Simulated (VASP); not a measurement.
# TiAl (vib) (Pm-3m) in VASP: vibrations by perturbation theory with LDA

Aim: the vibrations by perturbation theory of TiAl (vib) with LDA.

Everything below comes from runs of VASP 6.6.1. Logs are shortened: lines on timing, memory, paths and dates and some standing lists are left out, and cuts for length are marked.

### Step 1. The cell of the first run

The structure is cubic, space group Pm-3m (No. 221). The conventional cell has a = 3.129 Å, b = 3.129 Å, c = 3.129 Å, α = 90.00°, β = 90.00°, γ = 90.00°. Within 3.6 Å of Ti (site symmetry m-3m) lie 8 Al at 2.71 Å and 6 Ti at 3.13 Å. Within 3.6 Å of Al (site symmetry m-3m) lie 8 Ti at 2.71 Å and 6 Al at 3.13 Å.

### Step 2. Vibrations by perturbation theory, LDA

INCAR

```
SYSTEM = TiAl
PREC     = Accurate       ! precision mode
ENCUT    = 520            ! plane-wave cutoff, eV
EDIFF    = 1E-8           ! SCF threshold, eV
ISMEAR   = -1             ! smearing method
SIGMA    = 0.15           ! smearing width, eV
LREAL    = .FALSE.        ! projectors in reciprocal space
LASPH    = .TRUE.         ! aspherical terms in the spheres
NELM     = 100            ! most SCF steps
ALGO     = Normal         ! electronic algorithm
ISIF     = 2              ! what is computed and relaxed
LWAVE    = .FALSE.        ! write WAVECAR
LCHARG   = .FALSE.        ! write CHGCAR
NBANDS   = 14             ! bands
IBRION   = 8              ! ionic algorithm
NSW      = 1              ! ionic steps
```

KPOINTS

```
Automatic mesh
0
G
  10 10 10
  0 0 0
```

POSCAR

```
TiAl
1.0
    3.1286114128      0.0000000000      0.0000000000
    0.0000000000      3.1286114128      0.0000000000
    0.0000000000      0.0000000000      3.1286114128
Ti Al
1 1
Direct
    0.0000000000      0.0000000000      0.0000000000
    0.5000000000      0.5000000000      0.5000000000
```

Potentials or basis: VASP PAW LDA potentials, release 64 (Ti_sv, Al).

The run is started by

```
cat potpaw_LDA.64/Ti_sv/POTCAR potpaw_LDA.64/Al/POTCAR > POTCAR
mpirun -np 1 vasp_std > vasp.out
```

OUTCAR:

```text
SYSTEM = TiAl
   PREC = Accurate
   ENCUT = 520
   EDIFF = 1E-8
   ISMEAR = -1
   LREAL = .FALSE.
   LASPH = .TRUE.
   NELM = 100
   ISIF = 2
   IBRION = 8
   NSW = 1

 ion  position               nearest neighbor table
   1  0.000  0.000  0.000-   2 2.71   2 2.71   2 2.71   2 2.71   2 2.71   2 2.71   2 2.71   2 2.71

   2  0.500  0.500  0.500-   1 2.71   1 2.71   1 2.71   1 2.71   1 2.71   1 2.71   1 2.71   1 2.71

  LATTYP: Found a simple cubic cell.
 ALAT       =     3.1286114128

  Lattice vectors:

 A1 = (   3.1286114128,   0.0000000000,   0.0000000000)
 A2 = (   0.0000000000,   3.1286114128,   0.0000000000)
 A3 = (   0.0000000000,   0.0000000000,   3.1286114128)

Analysis of symmetry for initial positions (statically):
=====================================================================
 Subroutine PRICEL returns:
 Original cell was already a primitive cell.

 Routine SETGRP: Setting up the symmetry group for a
 simple cubic supercell.

 Subroutine GETGRP returns: Found 48 space group operations
 (whereof 48 operations were pure point group operations)
 out of a pool of 48 trial point group operations.

The static configuration has the point symmetry O_h .

Analysis of symmetry for dynamics (positions and initial velocities):
=====================================================================
 Subroutine PRICEL returns:
 Original cell was already a primitive cell.

 Routine SETGRP: Setting up the symmetry group for a
 simple cubic supercell.

 Subroutine GETGRP returns: Found 48 space group operations
 (whereof 48 operations were pure point group operations)
 out of a pool of 48 trial point group operations.

The dynamic configuration has the point symmetry O_h .

 Subroutine INISYM returns: Found 48 space group operations
 (whereof 48 operations are pure point group operations),
 and found     1 'primitive' translations

----------------------------------------------------------------------------------------

[... 568 lines left out ...]

 VOLUME and BASIS-vectors are now :
 -----------------------------------------------------------------------------
  energy-cutoff  :      520.00
  volume of cell :       30.62
      direct lattice vectors                 reciprocal lattice vectors
     3.128611413  0.000000000  0.000000000     0.319630618  0.000000000  0.000000000
     0.000000000  3.128611413  0.000000000     0.000000000  0.319630618  0.000000000
     0.000000000  0.000000000  3.128611413     0.000000000  0.000000000  0.319630618

 POSITION                                       TOTAL-FORCE (eV/Angst)
 -----------------------------------------------------------------------------------
      0.00000      0.00000      0.00000         0.000000      0.000000      0.000000
      1.56431      1.56431      1.56431         0.000000      0.000000      0.000000
 -----------------------------------------------------------------------------------
    total drift:                                0.000000      0.000000      0.000000

  FREE ENERGIE OF THE ION-ELECTRON SYSTEM (eV)
  ---------------------------------------------------
  free  energy   TOTEN  =       -13.3827389865 eV

  energy  without entropy=      -13.2226793314  energy(sigma->0) =      -13.30270916

[... ionic steps 2 to 3 ...]

--------------------------------------- Ionic step        4  -------------------------------------------

------------------------ aborting loop because EDIFF is reached ----------------------------------------

[... ionic steps 5 to 6 ...]

--------------------------------------- Ionic step        7  -------------------------------------------

 Free energy of the ion-electron system (eV)
  ---------------------------------------------------
  ---------------------------------------------------
  free energy    TOTEN  =        -0.00609703 eV

  energy without entropy =       -0.00609701

------------------------ aborting loop because EDIFF is reached ----------------------------------------

 INTERNAL STRAIN TENSOR  FOR ION    2  DIRECTION 1   (eV/Angst):
 -----------------------------------------------------------------------------
    -0.04089  0.00000 -0.00000
     0.00000  0.02174  0.00000
     0.00000  0.00000  0.02174

 INTERNAL STRAIN TENSOR FOR ION    2 for displacements in x,y,z  (eV/Angst):
          X           Y           Z          XY          YZ          ZX
  --------------------------------------------------------------------------------
  x     0.00000     0.00000     0.00000     0.00000     0.00000     0.00000
  y     0.00000     0.00000     0.00000     0.00000     0.00000     0.00000
  z     0.00000     0.00000     0.00000     0.00000     0.00000     0.00000

 SECOND DERIVATIVES (NOT SYMMETRIZED)
 ------------------------------------
               1X          1Y          1Z          2X          2Y          2Z
  1X    -6.779088   -0.000000   -0.000000    6.779088    0.000000    0.000000
  1Y     0.000000   -6.779088   -0.000000    0.000000    6.779088    0.000000
  1Z    -0.000000    0.000000   -6.779088    0.000000   -0.000000    6.779088
  2X     6.788575   -0.000000   -0.000000   -6.788575    0.000000    0.000000
  2Y    -0.000000    6.788575    0.000000    0.000000   -6.788575   -0.000000
  2Z    -0.000000   -0.000000    6.788575    0.000000    0.000000   -6.788575

 Eigenvectors and eigenvalues of the dynamical matrix
 ----------------------------------------------------

   1 f  =    9.802851 THz    61.593128 2PiTHz  326.987904 cm-1    40.541315 meV
             X         Y         Z           dx          dy          dz
      0.000000  0.000000  0.000000    -0.000000   -0.600077    0.000000
      1.564306  1.564306  1.564306    -0.000000    0.799942    0.000000
[... 21 lines left out ...]
   6 f/i=    0.003290 THz     0.020674 2PiTHz    0.109756 cm-1     0.013608 meV
             X         Y         Z           dx          dy          dz
      0.000000  0.000000  0.000000     0.565645    0.565645   -0.000000
      1.564306  1.564306  1.564306     0.424318    0.424318    0.000000

--------------------------------------------------------------------------------------------------------

 ELASTIC MODULI CONTR FROM IONIC RELAXATION (kBar)
 Direction    XX          YY          ZZ          XY          YZ          ZX
 --------------------------------------------------------------------------------
 XX           0.0000      0.0000      0.0000      0.0000      0.0000      0.0000
 YY           0.0000      0.0000      0.0000      0.0000      0.0000      0.0000
 ZZ           0.0000      0.0000      0.0000      0.0000      0.0000      0.0000
 XY           0.0000      0.0000      0.0000      0.0000      0.0000      0.0000
 YZ           0.0000      0.0000      0.0000      0.0000      0.0000      0.0000
 ZX           0.0000      0.0000      0.0000      0.0000      0.0000      0.0000
 --------------------------------------------------------------------------------
```

stdout:

```text
POSCAR found type information on POSCAR TiAl
 POSCAR found :  2 types and       2 ions
 scaLAPACK will be used
 LDA part: xc-table for (Slater(with rela. corr.)+CA(PZ))
 , standard interpolation
 POSCAR, INCAR and KPOINTS ok, starting setup
 FFT: planning ... GRIDC
 FFT: planning ... GRID_SOFT
 FFT: planning ... GRID
 WAVECAR not read
 entering main loop
 Linear response reoptimize wavefunctions to high precision
 Linear response DOF=           2
 Linear response progress:
 first order change of Fermi-energy   0.15484E-02
 force on displaced ion       1 direction 1 :  -6.779  -0.000  -0.000
 Linear response progress:
 first order change of Fermi-energy  -0.29661E-03
 force on displaced ion       2 direction 1 :  -6.789   0.000  -0.000
 Linear response finished
```

It took 51 s on 1 thread of Intel Xeon 6975P-C (Granite Rapids), shared host; peak memory 0.24 GiB.

Results:

| Quantity | Value |
| --- | --- |
| Highest phonon frequency at Γ, LO-TO splitting left out | 327 cm⁻¹ |

Phonon frequencies in cm⁻¹ (negative: imaginary):
| q point | frequencies |
| --- | --- |
| (0.000, 0.000, 0.000) | 0 0 0 327 327 327 |
